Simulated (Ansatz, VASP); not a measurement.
## YAl2N3: VASP beside Ansatz

```
Y Al N
1.0
    -1.71661    1.71661    7.28296
     1.71661   -1.71661    7.28296
     1.71661    1.71661   -7.28296
Y Al N
1 2 3
Direct
  0.50000 0.50000 0.00000
  0.83333 0.83333 0.00000
  0.16667 0.16667 0.00000
  0.66667 0.66667 0.00000
  0.00000 0.00000 0.00000
  0.33333 0.33333 0.00000
```

Alike in both runs: task single point; functional PBE; k mesh 8 × 8 × 8; occupations gaussian, width 0.1 eV; no spin polarisation.

|  | VASP | Ansatz |
| --- | --- | --- |
| version | VASP 6.6.1 | Ansatz 0.2.0 |
| potentials or method | VASP PAW PBE potentials, release 64 (Y_sv, Al, N), cutoff 520 eV | scalar-relativistic, plane waves, PAW |
| valence electrons in the cell | 32 | 32 |

|  | VASP | Ansatz | Ansatz less VASP |
| --- | --- | --- | --- |
| gap on the k mesh at the Fermi level (eV) | none | none | - |
| pressure (GPa) | -27.8 | -27.7 | +0.06 |
| traceless stress, the component that is largest in VASP (GPa) | -2.95 | -2.96 | -0.002 |
| rms of the force components (eV/Å) | 0.509 | 0.510 | +0.0010 |

Atom by atom the forces differ by 0.001 eV/Å (rms over components). A gap of «none» marks a metal or a gap that the smearing closes.
